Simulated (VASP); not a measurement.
# Al (Fm-3m) in VASP: notebook

The runs below take Al through single point, with PBE.

Everything below comes from runs of VASP 6.6.1. Logs are shortened: lines on timing, memory, paths and dates and some standing lists are left out, and cuts for length are marked.

### 1 The cell of the first run

Symmetry: Fm-3m, No. 225, cubic system. Conventional cell: a = 4.040 Å, b = 4.040 Å, c = 4.040 Å, α = 90.00°, β = 90.00°, γ = 90.00°. Within 3.8 Å of Al (site symmetry m-3m) lie 12 Al at 2.86 Å.

### 2 Single point, PBE

Contents of INCAR:

```
ALGO = Normal
EDIFF = 1E-7
ENCUT = 520
GGA = PE
ISIF = 2
ISMEAR = -1
LASPH = T
LCHARG = T
LELF = T
LREAL = F
LVHAR = T
LWAVE = F
NBANDS = 8
NELM = 80
PREC = Accurate
SIGMA = 0.1
```

Contents of KPOINTS:

```
k-points
0
Gamma
  2 2 2
```

Contents of POSCAR:

```
Al
1.0
    0.0000000000      2.0199630948      2.0199630948
    2.0199630948      0.0000000000      2.0199630948
    2.0199630948      2.0199630948      0.0000000000
Al
1
Direct
    0.0000000000      0.0000000000      0.0000000000
```

Potentials or basis: VASP PAW PBE potentials, release 64 (Al).

The run is started by

```bash
$ cat potpaw_PBE.64/Al/POTCAR > POTCAR
$ mpirun -np 1 vasp_std > vasp.out
```

OUTCAR:

```text
EDIFF = 1E-7
   ENCUT = 520
   GGA = PE
   ISIF = 2
   ISMEAR = -1
   LASPH = T
   LREAL = F
   NELM = 80
   PREC = Accurate

 ion  position               nearest neighbor table
   1  0.000  0.000  0.000-

  LATTYP: Found a face centered cubic cell.
 ALAT       =     4.0399261896

  Lattice vectors:

 A1 = (   0.0000000000,   2.0199630948,   2.0199630948)
 A2 = (   2.0199630948,   0.0000000000,   2.0199630948)
 A3 = (   2.0199630948,   2.0199630948,   0.0000000000)

Analysis of symmetry for initial positions (statically):
=====================================================================
 Subroutine PRICEL returns:
 Original cell was already a primitive cell.

 Routine SETGRP: Setting up the symmetry group for a
 face centered cubic supercell.

 Subroutine GETGRP returns: Found 48 space group operations
 (whereof 48 operations were pure point group operations)
 out of a pool of 48 trial point group operations.

The static configuration has the point symmetry O_h .

Analysis of symmetry for dynamics (positions and initial velocities):
=====================================================================
 Subroutine PRICEL returns:
 Original cell was already a primitive cell.

 Routine SETGRP: Setting up the symmetry group for a
 face centered cubic supercell.

 Subroutine GETGRP returns: Found 48 space group operations
 (whereof 48 operations were pure point group operations)
 out of a pool of 48 trial point group operations.

The dynamic configuration has the point symmetry O_h .

 Subroutine INISYM returns: Found 48 space group operations
 (whereof 48 operations are pure point group operations),
 and found     1 'primitive' translations

----------------------------------------------------------------------------------------

                                     Primitive cell

  volume of cell :      16.4839

  direct lattice vectors                    reciprocal lattice vectors
     0.000000000  2.019963095  2.019963095    -0.247529275  0.247529275  0.247529275
     2.019963095  0.000000000  2.019963095     0.247529275 -0.247529275  0.247529275
     2.019963095  2.019963095  0.000000000     0.247529275  0.247529275 -0.247529275

  length of vectors
     2.856659204  2.856659204  2.856659204     0.428733280  0.428733280  0.428733280

  position of ions in fractional coordinates (direct lattice)
     0.000000000  0.000000000  0.000000000

  ion indices of the primitive-cell ions
   primitive index   ion index
                 1           1

----------------------------------------------------------------------------------------

 KPOINTS: k-points

Automatic generation of k-mesh.
 Grid dimensions read from file:
 generate k-points for:    2    2    2

 Generating k-lattice:

  Cartesian coordinates                     Fractional coordinates (reciprocal lattice)
    -0.123764637  0.123764637  0.123764637     0.500000000  0.000000000  0.000000000
     0.123764637 -0.123764637  0.123764637     0.000000000  0.500000000  0.000000000
     0.123764637  0.123764637 -0.123764637     0.000000000  0.000000000  0.500000000

  Length of vectors
     0.214366640  0.214366640  0.214366640

  Shift w.r.t. Gamma in fractional coordinates (k-lattice)
     0.000000000  0.000000000  0.000000000

 Subroutine IBZKPT returns following result:
 ===========================================

 Found      3 irreducible k-points:

 Following reciprocal coordinates:
            Coordinates               Weight
  0.000000  0.000000  0.000000      1.000000
  0.500000  0.000000  0.000000      4.000000
  0.500000  0.500000  0.000000      3.000000
   k-points           NKPTS =      3   k-points in BZ     NKDIM =      3   number of bands    NBANDS=      8
   number of dos      NEDOS =    301   number of ions     NIONS =      1
   total plane-waves  NPLWV =  13824
   dimension x,y,z NGX =    24 NGY =   24 NGZ =   24
   dimension x,y,z NGXF=    48 NGYF=   48 NGZF=   48
   ions per type =               1
   NGX,Y,Z   is equivalent  to a cutoff of  13.97, 13.97, 13.97 a.u.
   NGXF,Y,Z  is equivalent  to a cutoff of  27.93, 27.93, 27.93 a.u.
 SYSTEM =  unknown system
   PREC   = accura    normal or accurate (medium, high low for compatibility)
   ISTART =      0    job   : 0-new  1-cont  2-samecut
   ICHARG =      2    charge: 1-file 2-atom 10-const
   ISPIN  =      1    spin polarized calculation?
   LNONCOLLINEAR =      F non collinear calculations
   LSORBIT =      F    spin-orbit coupling
   LASPH  =      T    aspherical Exc in radial PAW
   ENCUT  =  520.0 eV  38.22 Ry    6.18 a.u.   5.31  5.31  5.31*2*pi/ulx,y,z
   NELM   =     80;   NELMIN=  2; NELMDL= -5     # of ELM steps
   EDIFF  = 0.1E-06   stopping-criterion for ELM
   LREAL  =      F    real-space projection
   EDIFFG = 0.1E-05   stopping-criterion for IOM
   NSW    =      0    number of steps for IOM
   IBRION =     -1    ionic relax: 0-MD 1-quasi-New 2-CG
   NFREE  =      0    steps in history (QN), initial steepest desc. (CG)
   ISIF   =      2    stress and relaxation
   ISYM   =      2    0-nonsym 1-usesym 2-fastsym
   POTIM  = 0.5000    time-step for ionic-motion
   TEBEG  =    0.0;   TEEND  =   0.0 temperature during run
   PSTRESS=    0.0 pullay stress
   NELECT =       3.0000    total number of electrons
   NUPDOWN=      -1.0000    fix difference up-down
   EMIN   =  10.00;   EMAX   =-10.00  energy-range for DOS
   EFERMI =   0.00;   METHOD = LEGACY
   ISMEAR =    -1;   SIGMA  =   0.10  broadening in eV -4-tet -1-fermi 0-gaus
   EFERMI_NEDOS =   21; number of points for ismear=-14 and -15
   IALGO  =     38    algorithm
   IMIX   =      4    mixing-type and parameters
     AMIX     =   0.40;   BMIX     =  1.00
     AMIX_MAG =   1.60;   BMIX_MAG =  1.00
  volume/ion in A,a.u.               =      16.48       111.24
  Fermi-wavevector in a.u.,A,eV,Ry     =   0.927745  1.753183 11.710674  0.860710
  Thomas-Fermi vector in A             =   2.053847
   LORBIT       =      0    0 simple, 1 ext, 2 COOP (PROOUT), +10 PAW based schemes
   GGA     = PE    functional components
   LHFCALC =     F    Hartree Fock is set to
   AEXX    =    0.0000 exact exchange contribution
   IVDW    =     0    specifies the selected vdW correction
   LEPSILON=     F    determine dielectric tensor
   LRPA    =     F    only Hartree local field effects (RPA)
 non-spin polarized calculation
  energy-cutoff  :      520.00
  volume of cell :       16.48
 maximum number of plane-waves:       459
 NGX is ok and might be reduce to    24
   NGX = 11   NGY = 11   NGZ = 11

 number of electron       3.0000000 magnetization

 Free energy of the ion-electron system (eV)
  ---------------------------------------------------
  ext. energy  EPLUGINS =         0.00000000
  ---------------------------------------------------
  free energy    TOTEN  =        -4.42196773 eV

  energy without entropy =       -4.42040932  energy(sigma->0) =       -4.42118852

 E-fermi :   5.7619     XC(G=0): -10.1889

 val. band max:        5.1025937521   @ k =   0.5000   0.5000   0.0000
 cond. band min:       6.4211743615   @ k =   0.5000   0.5000   0.0000
 fundamental gap:      1.3185806095
 Fermi energy:         5.7618840953

 k-point     1 :       0.0000    0.0000    0.0000
  band No.  band energies     occupation
      1      -3.1155      2.00000
      2      20.6485      0.00000
      3      20.6485      0.00000
      4      20.6485      0.00000
      5      22.1522      0.00000
      6      22.1522      0.00000
      7      22.1522      0.00000
      8      24.5157      0.00000

 k-point     2 :       0.5000    0.0000    0.0000
  band No.  band energies     occupation
      1       3.4268      2.00000
      2       3.6476      2.00000
      3      19.4520      0.00000
      4      19.4520      0.00000
      5      19.4828      0.00000
      6      19.4828      0.00000
      7      23.1596      0.00000
      8      23.3302      0.00000

 k-point     3 :       0.5000    0.5000    0.0000
  band No.  band energies     occupation
      1       5.1026      1.99726
      2       6.4212      0.00274
      3      13.2898      0.00000
      4      13.6241      0.00000
      5      13.6241      0.00000
      6      17.1031      0.00000
      7      33.4437      0.00000
      8      34.9618      0.00000

------------------------ aborting loop because EDIFF is reached ----------------------------------------

  FORCE on cell =-STRESS in cart. coord.  units (eV):
  Direction    XX          YY          ZZ          XY          YZ          ZX
  --------------------------------------------------------------------------------------
  -------------------------------------------------------------------------------------
  Total       -0.5455647     -0.5455647     -0.5455647     -0.0000000     -0.0000000     -0.0000000
  in kB      -53.0269391    -53.0269391    -53.0269391     -0.0000000     -0.0000000     -0.0000000
  external PRESSURE =     -53.0269391 kB  Pullay stress =       0.0000000 kB

 VOLUME and BASIS-vectors are now :
 -----------------------------------------------------------------------------
  energy-cutoff  :      520.00
  volume of cell :       16.48
      direct lattice vectors                 reciprocal lattice vectors
     0.000000000  2.019963095  2.019963095    -0.247529275  0.247529275  0.247529275
     2.019963095  0.000000000  2.019963095     0.247529275 -0.247529275  0.247529275
     2.019963095  2.019963095  0.000000000     0.247529275  0.247529275 -0.247529275

 POSITION                                       TOTAL-FORCE (eV/Angst)
 -----------------------------------------------------------------------------------
      0.00000      0.00000      0.00000         0.000000      0.000000      0.000000
 -----------------------------------------------------------------------------------
    total drift:                               -0.000000      0.000000     -0.000000

  FREE ENERGIE OF THE ION-ELECTRON SYSTEM (eV)
  ---------------------------------------------------
  free  energy   TOTEN  =        -4.4219677316 eV

  energy  without entropy=       -4.4204093180  energy(sigma->0) =       -4.42118852
```

Wall time 2.2 s (1 thread of Intel Xeon Platinum 8488C (Sapphire Rapids), shared host); peak memory 0.12 GiB.

What came out:

* Free energy: -4.4220 eV
* Pressure: -5.3 GPa

Caveat: the k points lie up to 1.35 Å⁻¹ apart.

### 3 Single point, PBE

Contents of INCAR:

```
ALGO     = Normal         # electronic algorithm
EDIFF    = 1E-7           # SCF threshold, eV
ENCUT    = 520            # plane-wave cutoff, eV
GGA      = PE             # functional
ISIF     = 2              # what is computed and relaxed
ISMEAR   = -1             # smearing method
LASPH    = T              # aspherical terms in the spheres
LCHARG   = F              # write CHGCAR
LREAL    = F              # projectors in reciprocal space
LWAVE    = F              # write WAVECAR
NBANDS   = 8              # bands
NELM     = 80             # most SCF steps
PREC     = Accurate       # precision mode
SIGMA    = 0.1            # smearing width, eV
```

Contents of KPOINTS:

```
k-points
0
Gamma
  4 4 4
```

POSCAR is that of step 2.

Potentials or basis: VASP PAW PBE potentials, release 64 (Al).

The run is started by

```bash
$ cat potpaw_PBE.64/Al/POTCAR > POTCAR
$ mpirun -np 1 vasp_std > vasp.out
```

It took 2.3 s on 1 thread of Intel Xeon Platinum 8488C (Sapphire Rapids), shared host; peak memory 0.12 GiB.

Results (log left out):

```yaml
Free_energy: -3.4863 eV
Pressure: 1.0 GPa
```

Levels at points of the mesh, in eV from the Fermi level:
```
           k point  band 1  band 2  band 3  band 4
(0.00, 0.00, 0.00)  -10.54   13.22   13.22   13.22
(0.50, 0.00, 0.00)   -4.00   -3.78   12.02   12.02
(0.50, 0.50, 0.00)   -2.33   -1.01    5.86    6.20
```

Caveat: the k points lie up to 0.67 Å⁻¹ apart.

### 4 Single point, PBE

Contents of INCAR:

```
SYSTEM = Al
ALGO = Normal ; EDIFF = 1E-6
ENCUT = 520 ; GGA = PE
ISIF = 2 ; ISMEAR = -1
LASPH = .True. ; LCHARG = .False.
LREAL = .False. ; LWAVE = .False.
NBANDS = 8 ; NELM = 60
PREC = Accurate ; SIGMA = 0.1
```

Contents of KPOINTS:

```
k-points
0
Gamma
  5 5 5
  0 0 0
```

POSCAR is that of step 3.

The run is started by

```bash
$ cat potpaw_PBE.64/Al/POTCAR > POTCAR
$ mpirun -np 1 vasp_std > vasp.out
```

Wall time 2.2 s (1 thread of Intel Xeon Platinum 8488C (Sapphire Rapids), shared host); peak memory 0.12 GiB.

It converged, with:

```yaml
Free_energy: -3.7044 eV
Pressure: 1.7 GPa
```

Levels at points of the mesh, in eV from the Fermi level:
```tsv
k point	band 1	band 2	band 3	band 4	band 5	band 6
(0.00, 0.00, 0.00)	-11.47	12.30	12.30	12.30	13.80	13.80
```

Caveat: the k points lie up to 0.54 Å⁻¹ apart.

### 5 Single point, PBE

Contents of INCAR:

```
SYSTEM = Al
  PREC = Accurate
  ENCUT = 520
  EDIFF = 1E-6
  ISMEAR = -1
  SIGMA = 0.1
  LREAL = .False.
  LASPH = .True.
  NELM = 60
  ALGO = Normal
  ISIF = 2
  LWAVE = .False.
  LCHARG = .False.
  GGA = PE
  NBANDS = 8
```

Contents of KPOINTS:

```
Automatic mesh
0
Gamma
  7 7 7
  0 0 0
```

POSCAR is that of step 4.

The run is started by

```bash
$ cat potpaw_PBE.64/Al/POTCAR > POTCAR
$ mpirun -np 1 vasp_std > vasp.out
```

It took 2.6 s on 1 thread of Intel Xeon Platinum 8488C (Sapphire Rapids), shared host; peak memory 0.12 GiB.

It converged, with:

```
Free energy : -3.7993 eV
Pressure    : -0.3 GPa
```

Levels at points of the mesh, in eV from the Fermi level:
| k point | band 1 | band 2 | band 3 | band 4 | band 5 |
| --- | --- | --- | --- | --- | --- |
| (0.00, 0.00, 0.00) | -11.19 | 12.57 | 12.57 | 12.57 | 14.07 |

Caveat: the k points lie up to 0.38 Å⁻¹ apart.

### 6 Single point, PBE

Contents of INCAR:

```
SYSTEM = Al
PREC = Accurate ; ENCUT = 520
EDIFF = 1E-6 ; ISMEAR = -1
SIGMA = 0.1 ; LREAL = .False.
LASPH = .True. ; NELM = 60
ALGO = Normal ; ISIF = 2
LWAVE = .False. ; LCHARG = .False.
GGA = PE ; NBANDS = 8
```

Contents of KPOINTS:

```
regular mesh
0
Gamma
  8 8 8
  0 0 0
```

POSCAR is that of step 5.

Potentials or basis: VASP PAW PBE potentials, release 64 (Al).

The run is started by

```bash
$ cat potpaw_PBE.64/Al/POTCAR > POTCAR
$ mpirun -np 1 vasp_std > vasp.out
```

Run time: 3.6 s. Hardware: 1 thread of Intel Xeon Platinum 8488C (Sapphire Rapids), shared host; peak memory 0.13 GiB.

Results (log left out):

```
Free energy : -3.7474 eV
Pressure    : 0.1 GPa
```

Levels at points of the mesh, in eV from the Fermi level:
```csv
k point,band 1,band 2,band 3,band 4,band 5,band 6
"(0.00, 0.00, 0.00)",-11.11,12.66,12.66,12.66,14.16,14.16
"(0.50, 0.00, 0.00)",-4.56,-4.35,11.46,11.46,11.50,11.50
"(0.50, 0.50, 0.00)",-2.89,-1.57,5.29,5.63,5.63,9.11
```

### 7 Summary

```csv
k mesh,gap on the mesh (eV),pressure (GPa)
2 × 2 × 2,none,-5.3
4 × 4 × 4,none,1.0
5 × 5 × 5,none,1.7
7 × 7 × 7,none,-0.3
8 × 8 × 8,none,0.1
```

Alike in all rows: task single point; level PBE; potentials or basis VASP PAW PBE potentials, release 64 (Al); no spin polarisation; cell as given; cutoff (eV) 520; smearing fermi-dirac 0.1 eV.

Caveats: some runs use coarse meshes.

Total energies depend on the potentials used, so only differences within one code and one set of settings carry meaning.
